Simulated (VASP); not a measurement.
# Te (R-3m) in VASP: a series of runs

The runs below take Te through single point, with PBE.

Everything below comes from runs of VASP 6.6.1. Logs are shortened: lines on timing, memory, paths and dates and some standing lists are left out, and cuts for length are marked.

### 1 The cell of the first run

Symmetry: R-3m, No. 166, trigonal system. The conventional cell has a = 4.509 Å, b = 4.509 Å, c = 5.572 Å, α = 90.00°, β = 90.00°, γ = 120.00°. Te (site symmetry -3m) has 6 Te at 3.20 Å within 4.2 Å.

This isn't the form of Te at room conditions, which is trigonal, of chains.

### 2 Single point, PBE (32.71 Å³/atom)

The input, INCAR:

```
SYSTEM = Te
PREC = Accurate ; ENCUT = 520
EDIFF = 1E-7 ; ISMEAR = 0
SIGMA = 0.15 ; LREAL = .FALSE.
LASPH = .TRUE. ; NELM = 80
ALGO = Normal ; ISIF = 2
LWAVE = .FALSE. ; LCHARG = .FALSE.
GGA = PE ; NBANDS = 9
```

The input, KPOINTS:

```
Automatic mesh
0
G
  15 15 15
  0 0 0
```

The input, POSCAR:

```
Te
1.0
    2.2546866198      1.3017439269      1.8572605249
   -2.2546866198      1.3017439269      1.8572605249
    0.0000000000     -2.6034878537      1.8572605249
Te
1
Direct
    0.5000000000      0.5000000000      0.5000000000
```

Potentials or basis: VASP PAW PBE potentials, release 64 (Te).

The run is started by

```bash
> cat potpaw_PBE.64/Te/POTCAR > POTCAR
> mpirun -np 1 vasp_std > vasp.out
```

OUTCAR:

```text
SYSTEM = Te
   PREC = Accurate
   ENCUT = 520
   EDIFF = 1E-7
   ISMEAR = 0
   LREAL = .FALSE.
   LASPH = .TRUE.
   NELM = 80
   ISIF = 2
   GGA = PE

 ion  position               nearest neighbor table
   1  0.500  0.500  0.500-

  LATTYP: Found a trigonal (rhomboedric) cell.
 ALAT       =     3.1980565445
 COS(alpha) =     0.0058999528

  Lattice vectors:

 A1 = (   2.2546866198,   1.3017439269,   1.8572605249)
 A2 = (  -2.2546866198,   1.3017439269,   1.8572605249)
 A3 = (   0.0000000000,  -2.6034878537,   1.8572605249)

Analysis of symmetry for initial positions (statically):
=====================================================================
 Subroutine PRICEL returns:
 Original cell was already a primitive cell.

 Routine SETGRP: Setting up the symmetry group for a
 trigonal (rhombohedral) supercell.

 Subroutine GETGRP returns: Found 12 space group operations
 (whereof 12 operations were pure point group operations)
 out of a pool of 12 trial point group operations.

The static configuration has the point symmetry D_3d.

Analysis of symmetry for dynamics (positions and initial velocities):
=====================================================================
 Subroutine PRICEL returns:
 Original cell was already a primitive cell.

 Routine SETGRP: Setting up the symmetry group for a
 trigonal (rhombohedral) supercell.

 Subroutine GETGRP returns: Found 12 space group operations
 (whereof 12 operations were pure point group operations)
 out of a pool of 12 trial point group operations.

The dynamic configuration has the point symmetry D_3d.

 Subroutine INISYM returns: Found 12 space group operations
 (whereof 12 operations are pure point group operations),
 and found     1 'primitive' translations

----------------------------------------------------------------------------------------

                                     Primitive cell

  volume of cell :      32.7066

  direct lattice vectors                    reciprocal lattice vectors
     2.254686620  1.301743927  1.857260525     0.221760308  0.128033374  0.179475808
    -2.254686620  1.301743927  1.857260525    -0.221760308  0.128033374  0.179475808
     0.000000000 -2.603487854  1.857260525     0.000000000 -0.256066747  0.179475808

  length of vectors
     3.198056545  3.198056545  3.198056544     0.312700727  0.312700727  0.312700727

  position of ions in fractional coordinates (direct lattice)
     0.500000000  0.500000000  0.500000000

  ion indices of the primitive-cell ions
   primitive index   ion index
                 1           1

----------------------------------------------------------------------------------------

 KPOINTS: Automatic mesh

Automatic generation of k-mesh.
 Grid dimensions read from file:
 generate k-points for:   15   15   15

 Generating k-lattice:

  Cartesian coordinates                     Fractional coordinates (reciprocal lattice)
     0.014784021  0.008535558  0.011965054     0.066666667  0.000000000  0.000000000
    -0.014784021  0.008535558  0.011965054     0.000000000  0.066666667  0.000000000
     0.000000000 -0.017071116  0.011965054     0.000000000  0.000000000  0.066666667

  Length of vectors
     0.020846715  0.020846715  0.020846715

  Shift w.r.t. Gamma in fractional coordinates (k-lattice)
     0.000000000  0.000000000  0.000000000

 Subroutine IBZKPT returns following result:
 ===========================================

 Found    344 irreducible k-points:

 Following reciprocal coordinates:
            Coordinates               Weight
  0.000000  0.000000  0.000000      1.000000
  0.066667  0.000000 -0.000000      6.000000
  0.133333  0.000000 -0.000000      6.000000
  0.200000 -0.000000 -0.000000      6.000000
  0.266667  0.000000 -0.000000      6.000000
  0.333333  0.000000 -0.000000      6.000000
[... 16 lines left out ...]
  0.133333  0.133333 -0.000000      6.000000
  0.200000  0.133333 -0.000000     12.000000
 [... further k-points ...]
   k-points           NKPTS =    344   k-points in BZ     NKDIM =    344   number of bands    NBANDS=      9
   number of dos      NEDOS =    301   number of ions     NIONS =      1
   total plane-waves  NPLWV =  13824
   dimension x,y,z NGX =    24 NGY =   24 NGZ =   24
   dimension x,y,z NGXF=    48 NGYF=   48 NGZF=   48
   ions per type =               1
   NGX,Y,Z   is equivalent  to a cutoff of  12.48, 12.48, 12.48 a.u.
   NGXF,Y,Z  is equivalent  to a cutoff of  24.95, 24.95, 24.95 a.u.
 SYSTEM =  Te
   PREC   = accura    normal or accurate (medium, high low for compatibility)
   ISTART =      0    job   : 0-new  1-cont  2-samecut
   ICHARG =      2    charge: 1-file 2-atom 10-const
   ISPIN  =      1    spin polarized calculation?
   LNONCOLLINEAR =      F non collinear calculations
   LSORBIT =      F    spin-orbit coupling
   LASPH  =      T    aspherical Exc in radial PAW
   ENCUT  =  520.0 eV  38.22 Ry    6.18 a.u.   5.95  5.95  5.95*2*pi/ulx,y,z
   NELM   =     80;   NELMIN=  2; NELMDL= -5     # of ELM steps
   EDIFF  = 0.1E-06   stopping-criterion for ELM
   LREAL  =      F    real-space projection
   EDIFFG = 0.1E-05   stopping-criterion for IOM
   NSW    =      0    number of steps for IOM
   IBRION =     -1    ionic relax: 0-MD 1-quasi-New 2-CG
   NFREE  =      0    steps in history (QN), initial steepest desc. (CG)
   ISIF   =      2    stress and relaxation
   ISYM   =      2    0-nonsym 1-usesym 2-fastsym
   POTIM  = 0.5000    time-step for ionic-motion
   TEBEG  =    0.0;   TEEND  =   0.0 temperature during run
   PSTRESS=    0.0 pullay stress
   NELECT =       6.0000    total number of electrons
   NUPDOWN=      -1.0000    fix difference up-down
   EMIN   =  10.00;   EMAX   =-10.00  energy-range for DOS
   EFERMI =   0.00;   METHOD = LEGACY
   ISMEAR =     0;   SIGMA  =   0.15  broadening in eV -4-tet -1-fermi 0-gaus
   EFERMI_NEDOS =   21; number of points for ismear=-14 and -15
   IALGO  =     38    algorithm
   IMIX   =      4    mixing-type and parameters
     AMIX     =   0.40;   BMIX     =  1.00
     AMIX_MAG =   1.60;   BMIX_MAG =  1.00
  volume/ion in A,a.u.               =      32.71       220.72
  Fermi-wavevector in a.u.,A,eV,Ry     =   0.930208  1.757838 11.772938  0.865287
  Thomas-Fermi vector in A             =   2.056572
   LORBIT       =      0    0 simple, 1 ext, 2 COOP (PROOUT), +10 PAW based schemes
   GGA     = PE    functional components
   LHFCALC =     F    Hartree Fock is set to
   AEXX    =    0.0000 exact exchange contribution
   IVDW    =     0    specifies the selected vdW correction
   LEPSILON=     F    determine dielectric tensor
   LRPA    =     F    only Hartree local field effects (RPA)
 non-spin polarized calculation
 Gauss-broadening in eV      SIGMA  =   0.15
  energy-cutoff  :      520.00
  volume of cell :       32.71
 maximum number of plane-waves:       912
   NGX = 11   NGY = 11   NGZ = 11

 number of electron       6.0000001 magnetization

 Free energy of the ion-electron system (eV)
  ---------------------------------------------------
  ext. energy  EPLUGINS =         0.00000000
  ---------------------------------------------------
  free energy    TOTEN  =        -3.10875486 eV

  energy without entropy =       -3.10274790  energy(sigma->0) =       -3.10575138

 E-fermi :   6.4256     XC(G=0):  -9.2815

 val. band max:        6.4194402886   @ k =  -0.2667   0.1333   0.0000
 cond. band min:       6.4299098008   @ k =  -0.2000   0.4667   0.2000
 fundamental gap:      0.0104695122
 Fermi energy:         6.4255706803

 k-point     1 :       0.0000    0.0000    0.0000
  band No.  band energies     occupation
      1      -7.1687      2.00000
      2       7.6053      0.00000
      3       7.6053      0.00000
      4       7.6441      0.00000
      5      12.4763      0.00000
      6      12.4763      0.00000
      7      12.9239      0.00000
      8      23.8344      0.00000
      9      23.8642      0.00000

 k-point     2 :       0.0667    0.0000   -0.0000
  band No.  band energies     occupation
      1      -7.1165      2.00000
      2       7.0017      0.00000
      3       7.6522      0.00000
      4       7.6785      0.00000
      5      12.5249      0.00000
      6      12.7619      0.00000
      7      13.4165      0.00000
      8      22.7545      0.00000
      9      22.7774      0.00000

 k-point     3 :       0.1333    0.0000   -0.0000
  band No.  band energies     occupation
      1      -6.9626      2.00000
      2       5.7215      2.00000
      3       7.7891      0.00000
      4       7.8151      0.00000
      5      12.6690      0.00000
      6      12.9823      0.00000
      7      14.9543      0.00000
      8      21.4068      0.00000
      9      21.4295      0.00000

 k-point     4 :       0.2000   -0.0000   -0.0000
  band No.  band energies     occupation
      1      -6.7157      2.00000
      2       4.3269      2.00000
      3       8.0030      0.00000
      4       8.0290      0.00000
      5      12.9039      0.00000
      6      13.2740      0.00000
      7      16.8010      0.00000
      8      20.1512      0.00000
      9      20.1744      0.00000
[... 205 lines left out ...]
 k-point    22 :      -0.0667    0.0667    0.0000
  band No.  band energies     occupation
      1      -7.0639      2.00000
      2       7.0407      0.00000
      3       7.0496      0.00000
      4       7.7129      0.00000
      5      12.6813      0.00000
      6      13.2697      0.00000
      7      13.5860      0.00000
      8      21.8813      0.00000
      9      22.7489      0.00000

 k-point    23 :       0.1333    0.1333   -0.0000
  band No.  band energies     occupation
      1      -6.7580      2.00000
      2       5.8819      2.00000
      3       5.9750      1.99998
      4       7.9842      0.00000
      5      13.0207      0.00000
      6      15.0049      0.00000
      7      15.1301      0.00000
      8      19.0155      0.00000
      9      21.4788      0.00000

 k-point    24 :       0.2000    0.1333   -0.0000
  band No.  band energies     occupation
      1      -6.5117      2.00000
      2       4.5347      2.00000
      3       6.1648      1.98603
      4       8.1971      0.00000
      5      13.2744      0.00000
      6      15.1785      0.00000
      7      16.5781      0.00000
      8      18.1888      0.00000
      9      20.3395      0.00000

 [... further k-points ...]
[... 5 lines left out ...]
  --------------------------------------------------------------------------------------
  -------------------------------------------------------------------------------------
  Total        0.0000470      0.0000470     -0.0071527      0.0000000     -0.0000000      0.0000000
  in kB        0.0023005      0.0023005     -0.3503846      0.0000000     -0.0000000      0.0000000
  external PRESSURE =      -0.1152612 kB  Pullay stress =       0.0000000 kB

 VOLUME and BASIS-vectors are now :
 -----------------------------------------------------------------------------
  energy-cutoff  :      520.00
  volume of cell :       32.71
      direct lattice vectors                 reciprocal lattice vectors
     2.254686620  1.301743927  1.857260525     0.221760308  0.128033374  0.179475808
    -2.254686620  1.301743927  1.857260525    -0.221760308  0.128033374  0.179475808
     0.000000000 -2.603487854  1.857260525     0.000000000 -0.256066747  0.179475808

 POSITION                                       TOTAL-FORCE (eV/Angst)
 -----------------------------------------------------------------------------------
      0.00000      0.00000      2.78589         0.000000      0.000000     -0.000000
 -----------------------------------------------------------------------------------
    total drift:                                0.000000      0.000000     -0.000000

  FREE ENERGIE OF THE ION-ELECTRON SYSTEM (eV)
  ---------------------------------------------------
  free  energy   TOTEN  =        -3.1087548561 eV

  energy  without entropy=       -3.1027478989  energy(sigma->0) =       -3.10575138
```

Run time: 36 s. Hardware: 1 thread of Intel Xeon 8259CL, shared host; peak memory 0.21 GiB.

Results:

```yaml
Free_energy: -3.1088 eV
Pressure: 0.0 GPa
Band_gap_on_the_k_mesh: zero (bands 3 and 4 overlap by 5.43 eV)
```

Caveat: spin-orbit coupling is left out, which moves the levels of the heavy elements.

### 3 Single point, PBE (32.71 Å³/atom)

The input, INCAR:

```
PREC     = Accurate       # precision mode
ENCUT    = 520            # plane-wave cutoff, eV
EDIFF    = 1E-6           # SCF threshold, eV
ISMEAR   = 0              # smearing method
SIGMA    = 0.15           # smearing width, eV
LREAL    = F              # projectors in reciprocal space
LASPH    = T              # aspherical terms in the spheres
NELM     = 100            # most SCF steps
ALGO     = Normal         # electronic algorithm
ISIF     = 2              # what is computed and relaxed
LWAVE    = F              # write WAVECAR
LCHARG   = F              # write CHGCAR
GGA      = PE             # functional
NBANDS   = 9              # bands
```

The input, KPOINTS:

```
Automatic mesh
0
Gamma
  15 15 15
```

The input, POSCAR:

```
Te
1.0
    2.2347294213      1.2902216330      1.8905810904
   -2.2347294213      1.2902216330      1.8905810904
    0.0000000000     -2.5804432659      1.8905810905
Te
1
Direct
    0.5000000000      0.5000000000      0.5000000000
```

Potentials or basis: VASP PAW PBE potentials, release 64 (Te).

The run is started by

```bash
> cat potpaw_PBE.64/Te/POTCAR > POTCAR
> mpirun -np 1 vasp_std > vasp.out
```

OUTCAR:

```text
PREC = Accurate
   ENCUT = 520
   EDIFF = 1E-6
   ISMEAR = 0
   LREAL = F
   LASPH = T
   NELM = 100
   ISIF = 2
   GGA = PE

 ion  position               nearest neighbor table
   1  0.500  0.500  0.500-

  LATTYP: Found a trigonal (rhomboedric) cell.
 ALAT       =     3.1989036103
 COS(alpha) =     0.0239376049

  Lattice vectors:

 A1 = (   2.2347294213,   1.2902216330,   1.8905810904)
 A2 = (  -2.2347294213,   1.2902216330,   1.8905810904)
 A3 = (   0.0000000000,  -2.5804432659,   1.8905810905)

Analysis of symmetry for initial positions (statically):
=====================================================================
 Subroutine PRICEL returns:
 Original cell was already a primitive cell.

 Routine SETGRP: Setting up the symmetry group for a
 trigonal (rhombohedral) supercell.

 Subroutine GETGRP returns: Found 12 space group operations
 (whereof 12 operations were pure point group operations)
 out of a pool of 12 trial point group operations.

The static configuration has the point symmetry D_3d.

Analysis of symmetry for dynamics (positions and initial velocities):
[... 160 lines left out ...]
 cond. band min:       6.4228707867   @ k =  -0.2000  -0.2000   0.1333
 fundamental gap:      0.0094638081
 Fermi energy:         6.4188928364

 k-point     1 :       0.0000    0.0000    0.0000
  band No.  band energies     occupation
      1      -7.1673      2.00000
      2       7.5696      0.00000
      3       7.5696      0.00000
      4       7.7260      0.00000
      5      12.4840      0.00000
      6      12.4840      0.00000
      7      12.9266      0.00000
      8      23.7363      0.00000
      9      23.7391      0.00000
[... 265 lines left out ...]
 k-point    24 :       0.2000    0.1333    0.0000
  band No.  band energies     occupation
      1      -6.5175      2.00000
      2       4.5711      2.00000
      3       6.2182      1.94150
      4       8.1887      0.00000
      5      13.2750      0.00000
      6      15.0885      0.00000
      7      16.4480      0.00000
      8      18.0145      0.00000
      9      20.3045      0.00000

 [... further k-points ...]

------------------------ aborting loop because EDIFF is reached ----------------------------------------

  FORCE on cell =-STRESS in cart. coord.  units (eV):
  Direction    XX          YY          ZZ          XY          YZ          ZX
  --------------------------------------------------------------------------------------
  -------------------------------------------------------------------------------------
  Total        0.0019633      0.0019633     -0.0404093      0.0000000     -0.0000000      0.0000000
  in kB        0.0961771      0.0961771     -1.9795009      0.0000000     -0.0000000      0.0000000
  external PRESSURE =      -0.5957156 kB  Pullay stress =       0.0000000 kB

 VOLUME and BASIS-vectors are now :
 -----------------------------------------------------------------------------
  energy-cutoff  :      520.00
  volume of cell :       32.71
      direct lattice vectors                 reciprocal lattice vectors
     2.234729421  1.290221633  1.890581090     0.223740734  0.129176773  0.176312635
    -2.234729421  1.290221633  1.890581090    -0.223740734  0.129176773  0.176312635
     0.000000000 -2.580443266  1.890581091     0.000000000 -0.258353545  0.176312635

 POSITION                                       TOTAL-FORCE (eV/Angst)
 -----------------------------------------------------------------------------------
      0.00000      0.00000      2.83587         0.000000     -0.000000     -0.000000
 -----------------------------------------------------------------------------------
    total drift:                                0.000000      0.000000     -0.000000

  FREE ENERGIE OF THE ION-ELECTRON SYSTEM (eV)
  ---------------------------------------------------
  free  energy   TOTEN  =        -3.1083633882 eV

  energy  without entropy=       -3.1027333604  energy(sigma->0) =       -3.10554837
```

OSZICAR:

```text
N       E                     dE             d eps       ncg     rms          rms(c)
DAV:   1     0.176098231437E+02    0.17610E+02   -0.24798E+03  6192   0.527E+02
DAV:   2    -0.251414903062E+01   -0.20124E+02   -0.19280E+02  8048   0.723E+01
DAV:   3    -0.309857262778E+01   -0.58442E+00   -0.57873E+00  7735   0.153E+01
DAV:   4    -0.310328061033E+01   -0.47080E-02   -0.47077E-02  8431   0.156E+00
DAV:   5    -0.310333327412E+01   -0.52664E-04   -0.52664E-04  7971   0.132E-01    0.726E+00
DAV:   6    -0.310623510589E+01   -0.29018E-02   -0.94279E-04  7577   0.201E-01    0.445E+00
DAV:   7    -0.310832233822E+01   -0.20872E-02   -0.22178E-03  6576   0.306E-01    0.102E-01
DAV:   8    -0.310835657912E+01   -0.34241E-04   -0.59031E-05  7699   0.478E-02    0.418E-02
DAV:   9    -0.310836329942E+01   -0.67203E-05   -0.11726E-05  6919   0.199E-02    0.131E-02
DAV:  10    -0.310836338824E+01   -0.88824E-07   -0.27749E-07  6558   0.330E-03
   1 F= -.31083634E+01 E0= -.31055484E+01  d E =-.563003E-02
```

stdout:

```text
POSCAR found type information on POSCAR Te
 POSCAR found :  1 types and       1 ions
 scaLAPACK will be used
 LDA part: xc-table for (Slater+PW92), standard interpolation
 POSCAR, INCAR and KPOINTS ok, starting setup
 FFT: planning ... GRIDC
 FFT: planning ... GRID_SOFT
 FFT: planning ... GRID
 WAVECAR not read
 entering main loop
```

Wall time 52 s (1 thread of Intel Xeon 8259CL, shared host); peak memory 0.22 GiB.

What came out:

- Free energy: -3.1084 eV
- Pressure: -0.1 GPa
- Band gap on the k mesh: zero (bands 3 and 4 overlap by 5.30 eV)

Caveat: spin-orbit coupling is left out, which moves the levels of the heavy elements.

### 4 Single point, PBE (33.58 Å³/atom)

This run uses another cell than the first one, of 33.58 Å³/atom.

The input, INCAR:

```
SYSTEM = Te
PREC = Accurate
ENCUT = 520
EDIFF = 1E-6
ISMEAR = 0
SIGMA = 0.15
LREAL = .False.
LASPH = .True.
NELM = 60
ALGO = Normal
ISIF = 2
LWAVE = .False.
LCHARG = .False.
GGA = PE
NBANDS = 9
```

The input, KPOINTS:

```
regular mesh
0
Gamma
  15 15 15
  0 0 0
```

The input, POSCAR:

```
Te
1.0
    2.2745570366      1.3132161174      1.8736284496
   -2.2745570366      1.3132161174      1.8736284496
    0.0000000000     -2.6264322347      1.8736284496
Te
1
Direct
    0.5000000000      0.5000000000      0.5000000000
```

The run is started by

```bash
> cat potpaw_PBE.64/Te/POTCAR > POTCAR
> mpirun -np 1 vasp_std > vasp.out
```

It took 55 s on 1 thread of Intel Xeon 8259CL, shared host; peak memory 0.22 GiB.

Results (log left out):

* Free energy: -3.1052 eV
* Pressure: -1.3 GPa
* Band gap on the k mesh: zero (bands 3 and 4 overlap by 5.25 eV)

Levels at points of the mesh, in eV from the Fermi level:
| k point | band 1 | band 2 | band 3 | band 4 | band 5 | band 6 | band 7 | band 8 |
| --- | --- | --- | --- | --- | --- | --- | --- | --- |
| (0.00, 0.00, 0.00) | -13.39 | 1.15 | 1.15 | 1.19 | 6.09 | 6.09 | 6.40 | 17.23 |

Caveat: spin-orbit coupling is left out, which moves the levels of the heavy elements.

[end of part 1 of 2]

The gap in the log of VASP goes by the Fermi energy; the results here count the filled bands.